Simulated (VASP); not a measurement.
**SiGe2S: single point with PBE**

SiGe2S:

```
Si Ge S
1.0
     3.42351    0.00000    0.00000
     0.00000    3.42351    0.00000
     0.00000    0.00000    7.31689
Si Ge S
1 2 1
Direct
  0.00000 0.00000 0.50000
  0.50000 0.50000 0.30923
  0.50000 0.50000 0.69077
  0.50000 0.50000 0.00000
```

The cell was generated, and may not be a known phase.

```yaml
Program: VASP 6.6.1
Task: single point
Functional: PBE
Potentials_or_basis: VASP PAW PBE potentials, release 64 (Si, Ge_d, S)
Cutoff: 520 eV
k_mesh: 14 × 14 × 6
Occupations: gaussian, width 0.1 eV
Spin: no spin polarisation
Dipole_correction: no
Further_INCAR_settings: ALGO = Normal; EDIFF = 1e-07; NBANDS = 27
```

| Quantity | Value |
| --- | --- |
| Pressure | 0.0 GPa |
| Largest force | 0.019 eV/Å |
| Band gap on the k mesh | zero (bands 19 and 20 overlap by 3.31 eV) |

Forces in eV/Å, atoms in the order of the input:
```
Si   0.000  0.000  0.000
Ge   0.000  0.000 -0.019
Ge   0.000  0.000  0.019
S    0.000  0.000  0.000
```

Stress tensor (GPa, compression positive):
```
 0.00  0.00  0.00
 0.00  0.00  0.00
 0.00  0.00 -0.12
```

Levels at points of the mesh, in eV from the Fermi level:
| k point | band 17 | band 18 | band 19 | band 20 | band 21 | band 22 |
| --- | --- | --- | --- | --- | --- | --- |
| (0.00, 0.00, 0.00) | -1.06 | 0.41 | 0.41 | 0.76 | 2.91 | 2.91 |
| (0.50, 0.00, 0.00) | -1.79 | -0.20 | -0.19 | 2.59 | 2.80 | 3.17 |
| (0.50, 0.50, 0.00) | -2.29 | -2.29 | -1.26 | -1.26 | -0.60 | 0.14 |
| (0.00, 0.00, 0.50) | -0.50 | -0.50 | -0.27 | 2.29 | 3.16 | 3.89 |
| (0.50, 0.00, 0.50) | -1.81 | -0.10 | 1.27 | 2.17 | 2.59 | 3.63 |
| (0.50, 0.50, 0.50) | -4.26 | -3.19 | -3.19 | 0.06 | 0.19 | 0.19 |

Wall time 8.3 min on 1 thread of Intel Xeon 8259CL (shared host), peak memory 0.42 GiB.
